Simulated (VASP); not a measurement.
Runs of VASP 6.6.1 on KF. The structure is that of space group Fm-3m (No. 225), or close to it. The cells are those of the table. 

```tsv
cell	gap on the mesh (eV)	pressure (GPa)
a = 3.639, b = 3.639, c = 3.686 Å, angles 59.6, 59.6, 60.9°, 2 atoms	(a)	3.9
a = 3.688, b = 3.688, c = 3.592 Å, angles 60.9, 60.9, 58.3°, 2 atoms	7.34	4.1
a = 3.828, b = 3.828, c = 3.781 Å, angles 60.4, 60.4, 59.2°, 2 atoms	6.68	(b)
a = 3.970 Å, angles 60.0°, 2 atoms	6.11	-3.9
a = 3.923, b = 3.923, c = 3.875 Å, angles 60.4, 60.4, 59.2°, 2 atoms	(c)	-3.1
```

Alike in all rows: task single point; level r2SCAN; potentials or basis VASP PAW PBE potentials, release 64 (K_sv, F); no spin polarisation; k mesh 8 × 8 × 8; cutoff (eV) 520; smearing gaussian 0.05 eV.

Q: Estimate the missing entries.

A: (a) 7.35; (b) -1.3; (c) 6.32.

Caveats: the PAW data sets were made with another functional, which shifts forces and pressure a little.

A k mesh can miss the band edges.
